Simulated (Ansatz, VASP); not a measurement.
**Two plane-wave programs on Si**

```
Si
1.0
     2.76639    0.00000    0.00000
    -1.38319    2.39576    0.00000
     0.00000    0.00000    9.17635
Si
4
Direct
  0.00000 0.00000 0.00000
  0.00000 0.00000 0.50000
  0.33333 0.66667 0.25000
  0.66667 0.33333 0.75000
```

Alike in both runs: task single point; functional RPBE; k mesh 15 × 15 × 4; occupations fermi-dirac, width 0.1 eV; no spin polarisation.

```csv
,VASP,Ansatz
version,VASP 6.6.1,Ansatz 0.2.0
potentials or method,"VASP PAW PBE potentials, release 64 (Si), cutoff 520 eV","plane waves (420 eV) with PAW, scalar-relativistic"
valence electrons in the cell,16,16
```

|  | VASP | Ansatz | Ansatz less VASP |
| --- | --- | --- | --- |
| pressure (GPa) | -3.4 | -3.0 | +0.38 |
| traceless stress, the component that is largest in VASP (GPa) | 1.24 | 1.22 | -0.014 |

VASP's potentials were made for PBE, not for RPBE.
